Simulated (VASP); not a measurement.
Here is a VASP 6.6.1 calculation.

INCAR

```
PREC     = Accurate       # precision mode
ENCUT    = 600            # plane-wave cutoff, eV
EDIFF    = 1E-6           # SCF threshold, eV
ISMEAR   = -1             # smearing method
SIGMA    = 0.05           # smearing width, eV
LREAL    = F              # projectors in reciprocal space
LASPH    = T              # aspherical terms in the spheres
NELM     = 100            # most SCF steps
ALGO     = Normal         # electronic algorithm
ISIF     = 3              # what is computed and relaxed
LWAVE    = F              # write WAVECAR
LCHARG   = F              # write CHGCAR
GGA      = PS             # functional
IBRION   = 2              # ionic algorithm
NSW      = 80             # ionic steps
EDIFFG   = -0.01          # ionic threshold
PSTRESS  = 200.0
```

Contents of KPOINTS:

```
Automatic mesh
0
Gamma
  10 10 5
```

File POSCAR:

```
Mg
1.0
    3.2093000000      0.0000000000      0.0000000000
   -1.6046500000      2.7793353284      0.0000000000
    0.0000000000      0.0000000000      5.2103000000
Mg
2
Direct
    0.6666666667      0.3333333333      0.7500000000
    0.3333333333      0.6666666667      0.2500000000
```

Potentials or basis: VASP PAW PBE potentials, release 64 (Mg).

The run is started by

```bash
$ cat potpaw_PBE.64/Mg/POTCAR > POTCAR
$ mpirun -np 1 vasp_std > vasp.out
```

**Question.** Estimate the space group after relaxing (to 0.05 Å).

**Answer.** P6_3/mmc (No. 194).

**Question.** Predict the band gap on the k mesh.

**Answer.** Zero (band 2 reaches 4.99 eV, above the bottom of band 3 at 3.17 eV).

**Question.** Estimate the relaxed cell.

**Answer.** a = 2.872 Å, b = 2.872 Å, c = 4.690 Å, α = 90.00°, β = 90.00°, γ = 120.00°.

**Question.** Predict the relaxed volume.

**Answer.** 16.75 Å³/atom.

Step by step:
| step | energy change (eV) | largest force (eV/Å) | pressure (GPa) | volume (Å³) |
| --- | --- | --- | --- | --- |
| 1 | 0.0000 | 0.0000 | -1.10 | 46.47 |
| 2 | 1.4200 | 0.0000 | 40.63 | 28.78 |
| 3 | 0.5505 | 0.0000 | 19.81 | 33.56 |
| 4 | 0.5795 | 0.0000 | 20.55 | 33.33 |
| 5 | 0.5467 | 0.0000 | 19.72 | 33.59 |
| 6 | 0.5579 | 0.0000 | 20.00 | 33.50 |

Caveat: the cell is relaxed towards a set pressure, so the enthalpy falls and the energy may rise; the volume moved by over 15 % at a fixed basis, so the end points are rough; the PAW data sets were made with another functional, which shifts forces and pressure a little.
